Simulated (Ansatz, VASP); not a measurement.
Two plane-wave programs on Ti

```xyz
7
Lattice="3.2518 0.0000 0.0000 0.0000 3.2518 0.0000 0.0000 0.0000 24.7554" Properties=species:S:1:pos:R:3 pbc="T T T"
Ti    1.6259    1.6259    7.5000
Ti    0.0000    0.0000    9.1259
Ti    1.6259    1.6259   10.7518
Ti    0.0000    0.0000   12.3777
Ti    1.6259    1.6259   14.0036
Ti    0.0000    0.0000   15.6295
Ti    1.6259    1.6259   17.2554
```

Alike in both runs: task single point; functional r2SCAN; k mesh 11 × 11 × 1; occupations gaussian, width 0.01 eV; no spin polarisation.

|  | VASP | Ansatz |
| --- | --- | --- |
| version | VASP 6.6.1 | Ansatz 0.2.0 |
| potentials or method | VASP PAW PBE potentials, release 64 (Ti_sv), cutoff 520 eV | scalar-relativistic, plane waves, PAW |
| valence electrons in the cell | 84 | 84 |

|  | VASP | Ansatz | Ansatz less VASP |
| --- | --- | --- | --- |
| gap on the k mesh at the Fermi level (eV) | none | none | - |
| rms of the force components (eV/Å) | 0.198 | 0.206 | +0.0085 |

VASP's potentials were made for PBE, not for r2SCAN. Atom by atom the forces differ by 0.011 eV/Å (rms over components). A gap of «none» marks a metal or a gap that the smearing closes.
